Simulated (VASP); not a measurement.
## Cs: single point with PBE

The system is Cs.

```
Cs
1.0
     5.20167    0.00000    0.00000
     0.00000    5.20167    0.00000
     0.00000    0.00000    5.20167
Cs
1
Cartesian
  2.6008 2.6008 2.6008
```

This isn't the form of Cs at room conditions, which is bcc.

```
Program                : VASP 6.6.1
Task                   : single point
Functional             : PBE
Potentials or basis    : VASP PAW PBE potentials, release 64 (Cs_sv)
Cutoff                 : 520 eV
k mesh                 : 12 × 12 × 12
Occupations            : gaussian, width 0.1 eV
Spin                   : no spin polarisation
Dipole correction      : no
Further INCAR settings : ALGO = Normal; EDIFF = 1e-06; NBANDS = 10
```

| Item | Value |
| --- | --- |
| Pressure | -0.1 GPa |
| Band gap on the k mesh | zero (an odd number of electrons rules out a gap without spin polarisation) |

Levels at points of the mesh, in eV from the Fermi level:
| k point | band 1 | band 2 | band 3 | band 4 | band 5 | band 6 | band 7 | band 8 | band 9 |
| --- | --- | --- | --- | --- | --- | --- | --- | --- | --- |
| (0.00, 0.00, 0.00) | -24.10 | -10.84 | -10.84 | -10.84 | -1.48 | 1.37 | 1.37 | 3.98 | 3.98 |
| (0.50, 0.00, 0.00) | -24.09 | -10.96 | -10.84 | -10.84 | -0.21 | 0.38 | 1.75 | 2.74 | 2.74 |
| (0.50, 0.50, 0.00) | -24.09 | -10.94 | -10.94 | -10.83 | 0.46 | 1.08 | 1.79 | 1.79 | 3.05 |
| (0.50, 0.50, 0.50) | -24.09 | -10.93 | -10.93 | -10.93 | 1.13 | 1.13 | 1.13 | 2.89 | 3.40 |

Run time: 56 s on 1 thread of Intel(R) Xeon(R) 6975P-C (Granite Rapids), on a shared host, peak memory 0.29 GiB.

Caveat: spin-orbit coupling is left out, which moves the levels of the heavy elements.
